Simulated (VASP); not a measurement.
# C (P6_3/mmc) in VASP: notebook

Runs on C. Level: PBE+D3(BJ). Tasks: single point.

Program: VASP 6.6.1. These are calculated values, not measurements. Logs are shortened: lines on timing, memory, paths and dates and some standing lists are left out, and cuts for length are marked.

### 1 The cell of the first run

It takes space group P6_3/mmc (No. 194, hexagonal). The conventional cell has a = 2.343 Å, b = 2.343 Å, c = 7.017 Å, α = 90.00°, β = 90.00°, γ = 120.00°. C (site symmetry -6m2) has 3 C at 1.35 Å within 1.8 Å. Within 1.8 Å of C (site symmetry -6m2) lie 3 C at 1.35 Å.

### 2 Single point, PBE+D3(BJ) (volume 8.336 Å^3 an atom, c/a of the conventional cell 2.9953)

The input, INCAR:

```
PREC = Accurate
ENCUT = 600
EDIFF = 1E-6
ISMEAR = 0
SIGMA = 0.15
LREAL = F
LASPH = T
NELM = 120
ALGO = Normal
ISIF = 2
LWAVE = F
LCHARG = F
GGA = PE
IVDW = 12
NBANDS = 16
GGA_COMPAT = F
```

The input, KPOINTS:

```
regular mesh
0
Gamma
  21 21 8
```

The input, POSCAR:

```
C
1.0
    2.3425142764      0.0000000000      0.0000000000
   -1.1712571382      2.0286768721      0.0000000000
    0.0000000000      0.0000000000      7.0165330121
C
4
Direct
    0.0000000000      0.0000000000      0.0025000000
    0.0000000000      0.0000000000      0.5025000000
    0.3333333333      0.6666666667      0.0025000000
    0.6666666667      0.3333333333      0.5025000000
```

Potentials or basis: VASP PAW PBE potentials, release 64 (C).

Run with:

```bash
> cat potpaw_PBE.64/C/POTCAR > POTCAR
> mpirun -np 1 vasp_std > vasp.out
```

OUTCAR:

```text
PREC = Accurate
   ENCUT = 600
   EDIFF = 1E-6
   ISMEAR = 0
   LREAL = F
   LASPH = T
   NELM = 120
   ISIF = 2
   GGA = PE
   IVDW = 12
 IVDW          = 12

 ion  position               nearest neighbor table
   1  0.000  0.000  0.002-   3 1.35   3 1.35   3 1.35
   2  0.000  0.000  0.502-   4 1.35   4 1.35   4 1.35
   3  0.333  0.667  0.002-   1 1.35   1 1.35   1 1.35
   4  0.667  0.333  0.502-   2 1.35   2 1.35   2 1.35

  LATTYP: Found a hexagonal cell.
 ALAT       =     2.3425142764
 C/A-ratio  =     2.9953000000

  Lattice vectors:

 A1 = (   2.3425142764,   0.0000000000,   0.0000000000)
 A2 = (  -1.1712571382,   2.0286768721,   0.0000000000)
 A3 = (   0.0000000000,   0.0000000000,   7.0165330121)

Analysis of symmetry for initial positions (statically):
=====================================================================
 Subroutine PRICEL returns:
 Original cell was already a primitive cell.

 Routine SETGRP: Setting up the symmetry group for a
 hexagonal supercell.

 Subroutine GETGRP returns: Found 24 space group operations
 (whereof  6 operations were pure point group operations)
 out of a pool of 24 trial point group operations.

The static configuration has the point symmetry C_3v.
 The point group associated with its full space group is D_6h.

Analysis of symmetry for dynamics (positions and initial velocities):
=====================================================================
 Subroutine PRICEL returns:
 Original cell was already a primitive cell.

 Routine SETGRP: Setting up the symmetry group for a
 hexagonal supercell.

 Subroutine GETGRP returns: Found 24 space group operations
 (whereof  6 operations were pure point group operations)
 out of a pool of 24 trial point group operations.

The dynamic configuration has the point symmetry C_3v.
 The point group associated with its full space group is D_6h.

 Subroutine INISYM returns: Found 24 space group operations
 (whereof  6 operations are pure point group operations),
 and found     1 'primitive' translations

----------------------------------------------------------------------------------------

                                     Primitive cell

  volume of cell :      33.3440

  direct lattice vectors                    reciprocal lattice vectors
     2.342514276  0.000000000  0.000000000     0.426891742  0.246466062  0.000000000
    -1.171257138  2.028676872  0.000000000     0.000000000  0.492932124  0.000000000
     0.000000000  0.000000000  7.016533012     0.000000000  0.000000000  0.142520529

  length of vectors
     2.342514276  2.342514276  7.016533012     0.492932124  0.492932124  0.142520529

  position of ions in fractional coordinates (direct lattice)
     0.000000000  0.000000000  0.002500000
     0.000000000  0.000000000  0.502500000
     0.333333333  0.666666667  0.002500000
     0.666666667  0.333333333  0.502500000

  ion indices of the primitive-cell ions
   primitive index   ion index
                 1           1
                 2           2
                 3           3
                 4           4

----------------------------------------------------------------------------------------

 KPOINTS: regular mesh

Automatic generation of k-mesh.
 Grid dimensions read from file:
 generate k-points for:   21   21    8

 Generating k-lattice:

  Cartesian coordinates                     Fractional coordinates (reciprocal lattice)
     0.020328178  0.011736479  0.000000000     0.047619048  0.000000000  0.000000000
     0.000000000  0.023472958  0.000000000     0.000000000  0.047619048  0.000000000
     0.000000000  0.000000000  0.017815066     0.000000000  0.000000000  0.125000000

  Length of vectors
     0.023472958  0.023472958  0.017815066

  Shift w.r.t. Gamma in fractional coordinates (k-lattice)
     0.000000000  0.000000000  0.000000000

 Subroutine IBZKPT returns following result:
 ===========================================

 Found    240 irreducible k-points:

 Following reciprocal coordinates:
            Coordinates               Weight
  0.000000  0.000000  0.000000      1.000000
  0.047619  0.000000  0.000000      6.000000
  0.095238  0.000000  0.000000      6.000000
  0.142857  0.000000  0.000000      6.000000
  0.190476  0.000000  0.000000      6.000000
  0.238095  0.000000  0.000000      6.000000
[... 16 lines left out ...]
  0.142857  0.095238  0.000000     12.000000
  0.190476  0.095238  0.000000     12.000000
 [... further k-points ...]
   k-points           NKPTS =    240   k-points in BZ     NKDIM =    240   number of bands    NBANDS=     16
   number of dos      NEDOS =    301   number of ions     NIONS =      4
   total plane-waves  NPLWV =  22400
   dimension x,y,z NGX =    20 NGY =   20 NGZ =   56
   dimension x,y,z NGXF=    40 NGYF=   40 NGZF=  112
   ions per type =               4
   NGX,Y,Z   is equivalent  to a cutoff of  14.19, 14.19, 13.27 a.u.
   NGXF,Y,Z  is equivalent  to a cutoff of  28.39, 28.39, 26.54 a.u.
[... 37 lines left out ...]
   AEXX    =    0.0000 exact exchange contribution
   IVDW    =    12    specifies the selected vdW correction
   LEPSILON=     F    determine dielectric tensor
   LRPA    =     F    only Hartree local field effects (RPA)
 non-spin polarized calculation
 Gauss-broadening in eV      SIGMA  =   0.15
  energy-cutoff  :      600.00
  volume of cell :       33.34
 maximum number of plane-waves:      1134
 NGX is ok and might be reduce to    20
   NGX =  9   NGY =  9   NGZ = 29

 number of electron      15.9999999 magnetization

 Free energy of the ion-electron system (eV)
  ---------------------------------------------------
  ext. energy  EPLUGINS =         0.00000000
  ---------------------------------------------------
  free energy    TOTEN  =       -36.08302980 eV

  energy without entropy =      -36.08212138  energy(sigma->0) =      -36.08257559

 E-fermi :   5.2262     XC(G=0): -10.3077

 val. band max:        5.2248448124   @ k =   0.3333   0.3333   0.5000
 cond. band min:       5.2262334320   @ k =   0.3333   0.3333   0.2500
 fundamental gap:      0.0013886196
 Fermi energy:         5.2262267563

 k-point     1 :       0.0000    0.0000    0.0000
  band No.  band energies     occupation
      1     -15.6412      2.00000
      2     -15.4471      2.00000
      3      -4.1590      2.00000
      4      -2.7009      2.00000
      5       2.2965      2.00000
      6       2.2965      2.00000
[... 8 lines left out ...]
     15      18.5993      0.00000
     16      18.7282      0.00000

 k-point     2 :       0.0476    0.0000    0.0000
  band No.  band energies     occupation
      1     -15.5823      2.00000
      2     -15.3889      2.00000
      3      -4.0852      2.00000
      4      -2.6303      2.00000
      5       2.0605      2.00000
      6       2.0720      2.00000
[... 8 lines left out ...]
     15      18.3597      0.00000
     16      18.4990      0.00000

 k-point     3 :       0.0952    0.0000    0.0000
  band No.  band energies     occupation
      1     -15.4057      2.00000
      2     -15.2145      2.00000
      3      -3.8644      2.00000
      4      -2.4189      2.00000
      5       1.3965      2.00000
      6       1.4150      2.00000
[... 8 lines left out ...]
     15      17.6722      0.00000
     16      17.8453      0.00000

 k-point     4 :       0.1429    0.0000    0.0000
  band No.  band energies     occupation
      1     -15.1120      2.00000
      2     -14.9246      2.00000
      3      -3.4980      2.00000
      4      -2.0689      2.00000
      5       0.4069      2.00000
      6       0.4350      2.00000
[... 8 lines left out ...]
     15      16.8585      0.00000
     16      16.8609      0.00000
[... 324 lines left out ...]
 k-point    22 :       0.0952    0.0952    0.0000
  band No.  band energies     occupation
      1     -14.9363      2.00000
      2     -14.7510      2.00000
      3      -3.2790      2.00000
      4      -1.8601      2.00000
      5       0.0609      2.00000
      6       0.0785      2.00000
[... 8 lines left out ...]
     15      17.0166      0.00000
     16      17.0527      0.00000

 k-point    23 :       0.1429    0.0952    0.0000
  band No.  band energies     occupation
      1     -14.5273      2.00000
      2     -14.3471      2.00000
      3      -2.7715      2.00000
      4      -1.3771      2.00000
      5      -0.9518      2.00000
      6      -0.9230      2.00000
[... 8 lines left out ...]
     15      17.9924      0.00000
     16      18.0530      0.00000

 k-point    24 :       0.1905    0.0952    0.0000
  band No.  band energies     occupation
      1     -14.0041      2.00000
      2     -13.8303      2.00000
      3      -2.1506      2.00000
      4      -2.1263      2.00000
      5      -2.1059      2.00000
      6      -0.7663      2.00000
[... 8 lines left out ...]
     15      19.1703      0.00000
     16      19.3153      0.00000

 [... further k-points ...]

------------------------ aborting loop because EDIFF is reached ----------------------------------------

 Edisp (eV)   -0.55505

 E8    (eV) :    -0.1563

  FORCE on cell =-STRESS in cart. coord.  units (eV):
  Direction    XX          YY          ZZ          XY          YZ          ZX
  --------------------------------------------------------------------------------------
  -------------------------------------------------------------------------------------
  Total      16.44922    16.44922    -0.32966     0.00000    -0.00000     0.00000
  in kB     790.38394   790.38394   -15.83995     0.00000    -0.00000     0.00000
  external pressure =      521.64 kB  Pullay stress =        0.00 kB

 VOLUME and BASIS-vectors are now :
 -----------------------------------------------------------------------------
  energy-cutoff  :      600.00
  volume of cell :       33.34
      direct lattice vectors                 reciprocal lattice vectors
     2.342514276  0.000000000  0.000000000     0.426891742  0.246466062  0.000000000
    -1.171257138  2.028676872  0.000000000     0.000000000  0.492932124  0.000000000
     0.000000000  0.000000000  7.016533012     0.000000000  0.000000000  0.142520529

 POSITION                                       TOTAL-FORCE (eV/Angst)
 -----------------------------------------------------------------------------------
      0.00000      0.00000      0.01754        -0.000000      0.000000      0.000000
      0.00000      0.00000      3.52581         0.000000     -0.000000      0.000000
     -0.00000      1.35245      0.01754        -0.000000      0.000000      0.000000
      1.17126      0.67623      3.52581         0.000000     -0.000000     -0.000000
 -----------------------------------------------------------------------------------
    total drift:                                0.000000      0.000000      0.000014

  FREE ENERGIE OF THE ION-ELECTRON SYSTEM (eV)
  ---------------------------------------------------
  free  energy   TOTEN  =       -36.6380797519 eV

  energy  without entropy=      -36.6371713359  energy(sigma->0) =      -36.63762554
```

It took 2.3 min on 1 thread of Intel Xeon 6975P-C, shared host; peak memory 0.25 GiB.

What came out:

```yaml
Free_energy: -36.6381 eV
Pressure: 52.2 GPa
Band_gap_on_the_k_mesh: zero (band 8 reaches 5.23 eV, above the bottom of band 9 at 5.22 eV)
Dispersion_energy_per_atom: -0.139 eV
```

### 3 Single point, PBE+D3(BJ) (volume 8.336 Å^3 an atom, c/a of the conventional cell 2.4969)

The input, INCAR:

```
PREC     = Accurate       # precision mode
ENCUT    = 600            # plane-wave cutoff, eV
EDIFF    = 1E-6           # SCF threshold, eV
ISMEAR   = 0              # smearing method
SIGMA    = 0.15           # smearing width, eV
LREAL    = F              # projectors in reciprocal space
LASPH    = T              # aspherical terms in the spheres
NELM     = 120            # most SCF steps
ALGO     = Normal         # electronic algorithm
ISIF     = 2              # what is computed and relaxed
LWAVE    = F              # write WAVECAR
LCHARG   = F              # write CHGCAR
GGA      = PE             # functional
IVDW     = 12             # dispersion correction
NBANDS   = 16             # bands
GGA_COMPAT= F
```

The input, KPOINTS:

```
Automatic mesh
0
Gamma
  21 21 8
```

The input, POSCAR:

```
C
1.0
    2.4890214468      0.0000000000      0.0000000000
   -1.2445107234      2.1555558035      0.0000000000
    0.0000000000      0.0000000000      6.2148376505
C
4
Direct
    0.0000000000      0.0000000000      0.0025000000
    0.0000000000      0.0000000000      0.5025000000
    0.3333333333      0.6666666667      0.0025000000
    0.6666666667      0.3333333333      0.5025000000
```

Potentials or basis: VASP PAW PBE potentials, release 64 (C).

Run with:

```bash
> cat potpaw_PBE.64/C/POTCAR > POTCAR
> mpirun -np 1 vasp_std > vasp.out
```

Run time: 1.9 min. Hardware: 1 thread of Intel Xeon 6975P-C, shared host; peak memory 0.24 GiB.

Results (log left out):

| Item | Value |
| --- | --- |
| Free energy | -37.4221 eV |
| Pressure | -7.5 GPa |
| Band gap on the k mesh | zero (band 8 reaches 5.20 eV, above the bottom of band 9 at 5.13 eV) |
| Dispersion energy per atom | -0.170 eV |

Stress tensor (GPa, compression positive):
```
-13.32   0.00   0.00
  0.00 -13.32   0.00
  0.00   0.00   4.09
```

Levels at points of the mesh, in eV from the Fermi level:
```csv
k point,band 5,band 6,band 7,band 8,band 9,band 10,band 11,band 12
"(0.00, 0.00, 0.00)",-3.00,-3.00,-2.96,-2.96,5.20,8.15,8.15,8.25
"(0.00, 0.00, 0.50)",-2.98,-2.98,-2.98,-2.98,8.19,8.19,8.19,8.19
```

### 4 Single point, PBE+D3(BJ) (volume 8.336 Å^3 an atom, c/a of the conventional cell 2.6131)

The input, INCAR:

```
SYSTEM = C
ALGO = Normal
EDIFF = 1E-6
ENCUT = 600
GGA = PE
GGA_COMPAT = .False.
ISIF = 2
ISMEAR = 0
IVDW = 12
LASPH = .True.
LCHARG = .True.
LELF = .True.
LREAL = .False.
LVHAR = .True.
LWAVE = .False.
NBANDS = 16
NELM = 120
PREC = Accurate
SIGMA = 0.15
```

The input, KPOINTS:

```
k-points
0
Gamma
  21 21 8
  0 0 0
```

The input, POSCAR:

```
C
1.0
    2.4515665020      0.0000000000      0.0000000000
   -1.2257832510      2.1231188698      0.0000000000
    0.0000000000      0.0000000000      6.4061884263
C
4
Direct
    0.0000000000      0.0000000000      0.0025000000
    0.0000000000      0.0000000000      0.5025000000
    0.3333333333      0.6666666667      0.0025000000
    0.6666666667      0.3333333333      0.5025000000
```

Run with:

```bash
> cat potpaw_PBE.64/C/POTCAR > POTCAR
> mpirun -np 1 vasp_std > vasp.out
```

Wall time 1.8 min (1 thread of Intel Xeon 6975P-C, shared host); peak memory 0.25 GiB.

It converged, with:

| Property | Result |
| --- | --- |
| Free energy | -37.4578 eV |
| Pressure | 5.8 GPa |
| Band gap on the k mesh | zero (band 8 reaches 5.20 eV, above the bottom of band 9 at 5.15 eV) |
| Dispersion energy per atom | -0.165 eV |

Stress tensor (GPa, compression positive):
```
7.78 0.00 0.00
0.00 7.78 0.00
0.00 0.00 1.94
```

Levels at points of the mesh, in eV from the Fermi level:
```csv
k point,band 5,band 6,band 7,band 8,band 9,band 10,band 11,band 12
"(0.00, 0.00, 0.00)",-2.99,-2.99,-2.96,-2.96,4.67,8.44,8.44,8.52
"(0.00, 0.00, 0.50)",-2.98,-2.98,-2.98,-2.98,7.69,7.69,8.48,8.48
```

### 5 Single point, PBE+D3(BJ) (volume 8.336 Å^3 an atom, c/a of the conventional cell 3.1347)

The input, INCAR:

```
SYSTEM = C
  PREC = Accurate
  ENCUT = 600
  EDIFF = 1E-6
  ISMEAR = 0
  SIGMA = 0.15
  LREAL = .False.
  LASPH = .True.
  NELM = 120
  ALGO = Normal
  ISIF = 2
  LWAVE = .False.
  LCHARG = .False.
  GGA = PE
  IVDW = 12
  NBANDS = 16
  GGA_COMPAT = .False.
```

The input, KPOINTS:

```
Automatic mesh
0
Gamma
  21 21 8
  0 0 0
```

The input, POSCAR:

```
C
1.0
    2.3072626046      0.0000000000      0.0000000000
   -1.1536313023      1.9981480288      0.0000000000
    0.0000000000      0.0000000000      7.2325760868
C
4
Direct
    0.0000000000      0.0000000000      0.0025000000
    0.0000000000      0.0000000000      0.5025000000
    0.3333333333      0.6666666667      0.0025000000
    0.6666666667      0.3333333333      0.5025000000
```

Run with:

```bash
> cat potpaw_PBE.64/C/POTCAR > POTCAR
> mpirun -np 1 vasp_std > vasp.out
```

It took 2 min on 1 thread of Intel Xeon 6975P-C, shared host; peak memory 0.24 GiB.

It converged, with:

* Free energy: -36.0501 eV
* Pressure: 68.1 GPa
* Band gap on the k mesh: zero (band 8 reaches 5.25 eV, above the bottom of band 9 at 5.24 eV)
* Dispersion energy per atom: -0.130 eV

Stress tensor (GPa, compression positive):
```
103.14   0.00   0.00
  0.00 103.14   0.00
  0.00   0.00  -2.12
```

Levels at points of the mesh, in eV from the Fermi level:
| k point | band 4 | band 5 | band 6 | band 7 | band 8 | band 9 | band 10 | band 11 | band 12 | band 13 |
| --- | --- | --- | --- | --- | --- | --- | --- | --- | --- | --- |
| (0.00, 0.00, 0.00) | -8.42 | -2.89 | -2.89 | -2.89 | -2.89 | 2.97 | 8.16 | 9.71 | 9.71 | 9.73 |
| (0.00, 0.00, 0.50) | -9.06 | -2.89 | -2.89 | -2.89 | -2.89 | 5.04 | 5.04 | 9.72 | 9.72 | 9.72 |

### 6 Single point, PBE+D3(BJ) (volume 8.336 Å^3 an atom, c/a of the conventional cell 2.3858)

The input, INCAR:

```
PREC     = Accurate       # precision mode
ENCUT    = 600            # plane-wave cutoff, eV
EDIFF    = 1E-6           # SCF threshold, eV
ISMEAR   = 0              # smearing method
SIGMA    = 0.15           # smearing width, eV
LREAL    = False          # projectors in reciprocal space
LASPH    = True           # aspherical terms in the spheres
NELM     = 120            # most SCF steps
ALGO     = Normal         # electronic algorithm
ISIF     = 2              # what is computed and relaxed
LWAVE    = False          # write WAVECAR
LCHARG   = True           # write CHGCAR
GGA      = PE             # functional
IVDW     = 12             # dispersion correction
LELF     = True           # ELF
LVHAR    = True         
NBANDS   = 16             # bands
GGA_COMPAT= False
```

The input, KPOINTS:

```
regular mesh
0
Gamma
  21 21 8
```

The input, POSCAR:

```
C
1.0
    2.5270723569      0.0000000000      0.0000000000
   -1.2635361784      2.1885088582      0.0000000000
    0.0000000000      0.0000000000      6.0290892290
C
4
Direct
    0.0000000000      0.0000000000      0.0025000000
    0.0000000000      0.0000000000      0.5025000000
    0.3333333333      0.6666666667      0.0025000000
    0.6666666667      0.3333333333      0.5025000000
```

Potentials or basis: VASP PAW PBE potentials, release 64 (C).

Run with:

```bash
> cat potpaw_PBE.64/C/POTCAR > POTCAR
> mpirun -np 1 vasp_std > vasp.out
```

Wall time 92 s (1 thread of Intel Xeon 6975P-C, shared host); peak memory 0.24 GiB.

The run converged. Its results:

```
Free energy                : -37.2435 eV
Pressure                   : -19.5 GPa
Band gap on the k mesh     : zero (band 8 reaches 5.21 eV, above the bottom of band 9 at 5.11 eV)
Dispersion energy per atom : -0.174 eV
```

Stress tensor (GPa, compression positive):
```
-32.61   0.00   0.00
  0.00 -32.61   0.00
  0.00   0.00   6.81
```

Levels at points of the mesh, in eV from the Fermi level:
```tsv
k point	band 4	band 5	band 6	band 7	band 8	band 9	band 10	band 11	band 12	band 13
(0.00, 0.00, 0.00)	-5.22	-3.00	-3.00	-2.94	-2.94	5.79	7.86	7.86	7.99	7.99
(0.00, 0.00, 0.50)	-7.08	-2.97	-2.97	-2.97	-2.97	7.92	7.92	7.92	7.92	9.36
```

### 7 Overview

```csv
cell,gap on the mesh (eV),pressure (GPa)
"a = 2.343, b = 2.343, c = 7.017 Å, angles 90.0, 90.0, 120.0°, 4 atoms",none,52.2
"a = 2.489, b = 2.489, c = 6.215 Å, angles 90.0, 90.0, 120.0°, 4 atoms",none,-7.5
"a = 2.452, b = 2.452, c = 6.406 Å, angles 90.0, 90.0, 120.0°, 4 atoms",none,5.8
"a = 2.307, b = 2.307, c = 7.233 Å, angles 90.0, 90.0, 120.0°, 4 atoms",none,68.1
"a = 2.527, b = 2.527, c = 6.029 Å, angles 90.0, 90.0, 120.0°, 4 atoms",none,-19.5
```

Alike in all rows: task single point; level PBE+D3(BJ); potentials or basis VASP PAW PBE potentials, release 64 (C); no spin polarisation; k mesh 21 × 21 × 8; cutoff (eV) 600; smearing gaussian 0.15 eV.

Total energies depend on the potentials used, so only differences within one code and one set of settings carry meaning.
